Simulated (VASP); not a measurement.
Write the native input for VASP 6.6.1 that does the following.

```
Task                   : single point
Functional             : PBE
Potentials or basis    : VASP PAW PBE potentials, release 64 (Fe)
Cutoff                 : 520 eV
k mesh                 : 17 × 17 × 10
Occupations            : fermi-dirac, width 0.08 eV
Spin                   : no spin polarisation
Dipole correction      : no
Further INCAR settings : ALGO = Normal; EDIFF = 1e-06; NBANDS = 15
```

The structure of Fe lies in POSCAR:

```
Fe
1.0
    2.5071823129      0.0000000000      0.0000000000
   -1.2535911564      2.1712835749      0.0000000000
    0.0000000000      0.0000000000      3.8419344700
Fe
2
Direct
    0.3333333333      0.6666666667      0.2500000000
    0.6666666667      0.3333333333      0.7500000000
```

This cell differs from its parent crystal: equal xx and yy strain of +3 %.

The input as run:

INCAR

```
ALGO = Normal ; EDIFF = 1E-6
ENCUT = 520 ; GGA = PE
ISIF = 2 ; ISMEAR = -1
LASPH = T ; LCHARG = F
LREAL = F ; LWAVE = F
NBANDS = 15 ; NELM = 80
PREC = Accurate ; SIGMA = 0.08
```

KPOINTS

```
k-points
0
Gamma
  17 17 10
```

Potentials or basis: VASP PAW PBE potentials, release 64 (Fe).

Command:

```bash
$ cat potpaw_PBE.64/Fe/POTCAR > POTCAR
$ mpirun -np 1 vasp_std > vasp.out
```

It gave:

```json
{
 "Pressure": "-6.7 GPa",
 "Band gap on the k mesh": "zero (band 8 reaches 7.36 eV, above the bottom of band 9 at 5.61 eV)"
}
```

Caveat: the cell differs from its parent crystal (equal xx and yy strain of +3 %); the run has no spin polarisation, though such a crystal can be magnetic.

Run time: 44 s on 1 thread of Intel(R) Xeon(R) Platinum 8488C (Sapphire Rapids) (shared host), peak memory 0.17 GiB.
